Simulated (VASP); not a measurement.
# GaP (km) (F-43m) in VASP: single point with PBEsol

Aim: the single point of GaP (km) with PBEsol.

Everything below comes from runs of VASP 6.6.1. Logs are shortened: lines on timing, memory, paths and dates and some standing lists are left out, and cuts for length are marked.

## (1) The cell of the first run

The structure is cubic, space group F-43m (No. 216). The conventional cell has a = 5.439 Å, b = 5.439 Å, c = 5.439 Å, α = 90.00°, β = 90.00°, γ = 90.00°. Within 3.1 Å of Ga (site symmetry -43m) lie 4 P at 2.36 Å. P (site symmetry -43m) has 4 Ga at 2.36 Å within 3.1 Å.

## (2) Single point, PBEsol

File INCAR:

```
SYSTEM = GaP
  PREC = Accurate
  ENCUT = 500
  EDIFF = 1E-6
  ISMEAR = 0
  SIGMA = 0.02
  LREAL = .False.
  LASPH = .True.
  NELM = 120
  ALGO = Normal
  ISIF = 2
  LWAVE = .False.
  LCHARG = .False.
  GGA = PS
  NBANDS = 16
  GGA_COMPAT = .False.
```

File KPOINTS:

```
Automatic mesh
0
Gamma
  6 6 6
  0 0 0
```

File POSCAR:

```
GaP
1.0
    0.0000000000      2.7194361116      2.7194361116
    2.7194361116      0.0000000000      2.7194361116
    2.7194361116      2.7194361116      0.0000000000
Ga P
1 1
Direct
    0.0000000000      0.0000000000      0.0000000000
    0.7500000000      0.7500000000      0.7500000000
```

Potentials or basis: VASP PAW PBE potentials, release 64 (Ga_d, P).

Launch:

```console
cat potpaw_PBE.64/Ga_d/POTCAR potpaw_PBE.64/P/POTCAR > POTCAR
mpirun -np 1 vasp_std > vasp.out
```

OUTCAR:

```text
SYSTEM = GaP
   PREC = Accurate
   ENCUT = 500
   EDIFF = 1E-6
   ISMEAR = 0
   LREAL = .False.
   LASPH = .True.
   NELM = 120
   ISIF = 2
   GGA = PS

 ion  position               nearest neighbor table
   1  0.000  0.000  0.000-   2 2.36   2 2.36   2 2.36   2 2.36
   2  0.750  0.750  0.750-   1 2.36   1 2.36   1 2.36   1 2.36

  LATTYP: Found a face centered cubic cell.
 ALAT       =     5.4388722232

  Lattice vectors:

 A1 = (   0.0000000000,   2.7194361116,   2.7194361116)
 A2 = (   2.7194361116,   0.0000000000,   2.7194361116)
 A3 = (   2.7194361116,   2.7194361116,   0.0000000000)

Analysis of symmetry for initial positions (statically):
=====================================================================
 Subroutine PRICEL returns:
 Original cell was already a primitive cell.

 Routine SETGRP: Setting up the symmetry group for a
 face centered cubic supercell.

 Subroutine GETGRP returns: Found 24 space group operations
 (whereof 24 operations were pure point group operations)
 out of a pool of 48 trial point group operations.

The static configuration has the point symmetry T_d .

Analysis of symmetry for dynamics (positions and initial velocities):
=====================================================================
 Subroutine PRICEL returns:
 Original cell was already a primitive cell.

 Routine SETGRP: Setting up the symmetry group for a
 face centered cubic supercell.

 Subroutine GETGRP returns: Found 24 space group operations
 (whereof 24 operations were pure point group operations)
 out of a pool of 48 trial point group operations.

The dynamic configuration has the point symmetry T_d .

 Subroutine INISYM returns: Found 24 space group operations
 (whereof 24 operations are pure point group operations),
 and found     1 'primitive' translations

----------------------------------------------------------------------------------------

                                     Primitive cell

  volume of cell :      40.2223

  direct lattice vectors                    reciprocal lattice vectors
     0.000000000  2.719436112  2.719436112    -0.183861646  0.183861646  0.183861646
     2.719436112  0.000000000  2.719436112     0.183861646 -0.183861646  0.183861646
     2.719436112  2.719436112  0.000000000     0.183861646  0.183861646 -0.183861646

  length of vectors
     3.845863431  3.845863431  3.845863431     0.318457713  0.318457713  0.318457713

  position of ions in fractional coordinates (direct lattice)
     0.000000000  0.000000000  0.000000000
     0.750000000  0.750000000  0.750000000

  ion indices of the primitive-cell ions
   primitive index   ion index
                 1           1
                 2           2

----------------------------------------------------------------------------------------

 KPOINTS: Automatic mesh

Automatic generation of k-mesh.
 Grid dimensions read from file:
 generate k-points for:    6    6    6

 Generating k-lattice:

  Cartesian coordinates                     Fractional coordinates (reciprocal lattice)
    -0.030643608  0.030643608  0.030643608     0.166666667  0.000000000  0.000000000
     0.030643608 -0.030643608  0.030643608     0.000000000  0.166666667  0.000000000
     0.030643608  0.030643608 -0.030643608     0.000000000  0.000000000  0.166666667

  Length of vectors
     0.053076285  0.053076285  0.053076285

  Shift w.r.t. Gamma in fractional coordinates (k-lattice)
     0.000000000  0.000000000  0.000000000

 Subroutine IBZKPT returns following result:
 ===========================================

 Found     16 irreducible k-points:

 Following reciprocal coordinates:
            Coordinates               Weight
  0.000000  0.000000  0.000000      1.000000
  0.166667  0.000000  0.000000      8.000000
  0.333333  0.000000  0.000000      8.000000
  0.500000  0.000000  0.000000      4.000000
  0.166667  0.166667  0.000000      6.000000
  0.333333  0.166667  0.000000     24.000000
[... 8 lines left out ...]
 -0.333333  0.333333  0.166667     24.000000
 -0.333333  0.500000  0.166667     12.000000
   k-points           NKPTS =     16   k-points in BZ     NKDIM =     16   number of bands    NBANDS=     16
   number of dos      NEDOS =    301   number of ions     NIONS =      2
   total plane-waves  NPLWV =  21952
   dimension x,y,z NGX =    28 NGY =   28 NGZ =   28
   dimension x,y,z NGXF=    56 NGYF=   56 NGZF=   56
   ions per type =               1   1
   NGX,Y,Z   is equivalent  to a cutoff of  12.10, 12.10, 12.10 a.u.
   NGXF,Y,Z  is equivalent  to a cutoff of  24.21, 24.21, 24.21 a.u.
 SYSTEM =  GaP
   PREC   = accura    normal or accurate (medium, high low for compatibility)
   ISTART =      0    job   : 0-new  1-cont  2-samecut
   ICHARG =      2    charge: 1-file 2-atom 10-const
   ISPIN  =      1    spin polarized calculation?
   LNONCOLLINEAR =      F non collinear calculations
   LSORBIT =      F    spin-orbit coupling
   LASPH  =      T    aspherical Exc in radial PAW
   ENCUT  =  500.0 eV  36.75 Ry    6.06 a.u.   7.01  7.01  7.01*2*pi/ulx,y,z
   NELM   =    120;   NELMIN=  2; NELMDL= -5     # of ELM steps
   EDIFF  = 0.1E-05   stopping-criterion for ELM
   LREAL  =      F    real-space projection
   EDIFFG = 0.1E-04   stopping-criterion for IOM
   NSW    =      0    number of steps for IOM
   IBRION =     -1    ionic relax: 0-MD 1-quasi-New 2-CG
   NFREE  =      0    steps in history (QN), initial steepest desc. (CG)
   ISIF   =      2    stress and relaxation
   ISYM   =      2    0-nonsym 1-usesym 2-fastsym
   POTIM  = 0.5000    time-step for ionic-motion
   TEBEG  =    0.0;   TEEND  =   0.0 temperature during run
   PSTRESS=    0.0 pullay stress
   NELECT =      18.0000    total number of electrons
   NUPDOWN=      -1.0000    fix difference up-down
   EMIN   =  10.00;   EMAX   =-10.00  energy-range for DOS
   EFERMI =   0.00;   METHOD = LEGACY
   ISMEAR =     0;   SIGMA  =   0.02  broadening in eV -4-tet -1-fermi 0-gaus
   EFERMI_NEDOS =   21; number of points for ismear=-14 and -15
   IALGO  =     38    algorithm
   IMIX   =      4    mixing-type and parameters
     AMIX     =   0.40;   BMIX     =  1.00
     AMIX_MAG =   1.60;   BMIX_MAG =  1.00
  volume/ion in A,a.u.               =      20.11       135.72
  Fermi-wavevector in a.u.,A,eV,Ry     =   1.252209  2.366332 21.334306  1.568027
  Thomas-Fermi vector in A             =   2.386120
   LORBIT       =      0    0 simple, 1 ext, 2 COOP (PROOUT), +10 PAW based schemes
   GGA     = PS    functional components
   LHFCALC =     F    Hartree Fock is set to
   AEXX    =    0.0000 exact exchange contribution
   IVDW    =     0    specifies the selected vdW correction
   LEPSILON=     F    determine dielectric tensor
   LRPA    =     F    only Hartree local field effects (RPA)
 non-spin polarized calculation
 Gauss-broadening in eV      SIGMA  =   0.02
  energy-cutoff  :      500.00
  volume of cell :       40.22
 maximum number of plane-waves:      1034
   NGX = 13   NGY = 13   NGZ = 13

 number of electron      18.0000015 magnetization

 Free energy of the ion-electron system (eV)
  ---------------------------------------------------
  ext. energy  EPLUGINS =         0.00000000
  ---------------------------------------------------
  free energy    TOTEN  =        -9.90611357 eV

  energy without entropy =       -9.90611357  energy(sigma->0) =       -9.90611357

 E-fermi :   4.7872     XC(G=0): -10.0478

 val. band max:        4.6411958439   @ k =   0.0000   0.0000   0.0000
 cond. band min:       6.1397232588   @ k =   0.5000   0.5000   0.0000
 fundamental gap:      1.4985274149
 Fermi energy:         4.7871665063

 k-point     1 :       0.0000    0.0000    0.0000
  band No.  band energies     occupation
      1      -9.9185      2.00000
      2      -9.9185      2.00000
      3      -9.9185      2.00000
      4      -9.8160      2.00000
      5      -9.8160      2.00000
      6      -7.9330      2.00000
[... 8 lines left out ...]
     15      14.4183      0.00000
     16      14.4183      0.00000

 k-point     2 :       0.1667    0.0000    0.0000
  band No.  band energies     occupation
      1      -9.9423      2.00000
      2      -9.9104      2.00000
      3      -9.9104      2.00000
      4      -9.8159      2.00000
      5      -9.8159      2.00000
      6      -7.5714      2.00000
[... 8 lines left out ...]
     15      13.5520      0.00000
     16      14.5108      0.00000

 k-point     3 :       0.3333    0.0000    0.0000
  band No.  band energies     occupation
      1      -9.9840      2.00000
      2      -9.8975      2.00000
      3      -9.8975      2.00000
      4      -9.8123      2.00000
      5      -9.8123      2.00000
      6      -6.6065      2.00000
[... 8 lines left out ...]
     15      14.2405      0.00000
     16      14.2405      0.00000

 k-point     4 :       0.5000    0.0000    0.0000
  band No.  band energies     occupation
      1     -10.0028      2.00000
      2      -9.8930      2.00000
      3      -9.8930      2.00000
      4      -9.8084      2.00000
      5      -9.8084      2.00000
      6      -5.8204      2.00000
[... 8 lines left out ...]
     15      16.3266      0.00000
     16      16.3266      0.00000
[... 172 lines left out ...]
 k-point    14 :       0.5000    0.3333    0.1667
  band No.  band energies     occupation
      1     -10.0075      2.00000
      2      -9.8832      2.00000
      3      -9.8716      2.00000
      4      -9.8309      2.00000
      5      -9.8049      2.00000
      6      -5.8152      2.00000
[... 8 lines left out ...]
     15      16.4170      0.00000
     16      17.9100      0.00000

 k-point    15 :      -0.3333    0.3333    0.1667
  band No.  band energies     occupation
      1     -10.0137      2.00000
      2      -9.8833      2.00000
      3      -9.8647      2.00000
      4      -9.8274      2.00000
      5      -9.8082      2.00000
      6      -5.1405      2.00000
[... 8 lines left out ...]
     15      17.0913      0.00000
     16      17.3916      0.00000

 k-point    16 :      -0.3333    0.5000    0.1667
  band No.  band energies     occupation
      1     -10.0248      2.00000
      2      -9.8715      2.00000
      3      -9.8567      2.00000
      4      -9.8375      2.00000
      5      -9.8025      2.00000
      6      -4.8262      2.00000
[... 8 lines left out ...]
     15      16.5577      0.00000
     16      18.2654      0.00000

------------------------ aborting loop because EDIFF is reached ----------------------------------------

  FORCE on cell =-STRESS in cart. coord.  units (eV):
  Direction    XX          YY          ZZ          XY          YZ          ZX
  --------------------------------------------------------------------------------------
  -------------------------------------------------------------------------------------
  Total       -0.0221519     -0.0221519     -0.0221519      0.0000000      0.0000000      0.0000000
  in kB       -0.8823772     -0.8823772     -0.8823772      0.0000000      0.0000000      0.0000000
  external PRESSURE =      -0.8823772 kB  Pullay stress =       0.0000000 kB

 VOLUME and BASIS-vectors are now :
 -----------------------------------------------------------------------------
  energy-cutoff  :      500.00
  volume of cell :       40.22
      direct lattice vectors                 reciprocal lattice vectors
     0.000000000  2.719436112  2.719436112    -0.183861646  0.183861646  0.183861646
     2.719436112  0.000000000  2.719436112     0.183861646 -0.183861646  0.183861646
     2.719436112  2.719436112  0.000000000     0.183861646  0.183861646 -0.183861646

 POSITION                                       TOTAL-FORCE (eV/Angst)
 -----------------------------------------------------------------------------------
      0.00000      0.00000      0.00000        -0.000000     -0.000000     -0.000000
      4.07915      4.07915      4.07915         0.000000      0.000000      0.000000
 -----------------------------------------------------------------------------------
    total drift:                               -0.000001     -0.000001     -0.000001

  FREE ENERGIE OF THE ION-ELECTRON SYSTEM (eV)
  ---------------------------------------------------
  free  energy   TOTEN  =        -9.9061135664 eV

  energy  without entropy=       -9.9061135664  energy(sigma->0) =       -9.90611357
```

Wall time 9 s (1 thread of AMD EPYC 7R13 (Zen 3), shared host); peak memory 0.12 GiB.

Results:

```
Free energy            : -9.9061 eV
Pressure               : -0.1 GPa
Band gap on the k mesh : 1.50 eV, indirect (least direct gap 1.80 eV)
```

Levels at points of the mesh, in eV from the valence-band top:
| k point | band 7 | band 8 | band 9 | band 10 | band 11 | band 12 |
| --- | --- | --- | --- | --- | --- | --- |
| (0.00, 0.00, 0.00) | 0.00 | 0.00 | 0.00 | 1.80 | 3.82 | 3.82 |
| (0.50, 0.00, 0.00) | -6.74 | -1.14 | -1.14 | 1.60 | 4.64 | 4.64 |
| (0.50, 0.50, 0.00) | -6.84 | -2.74 | -2.74 | 1.50 | 1.71 | 10.59 |

Caveat: the PAW data sets were made with another functional, which shifts forces and pressure a little. Expect the measured gap to be larger: semilocal functionals such as PBEsol lack the derivative discontinuity.
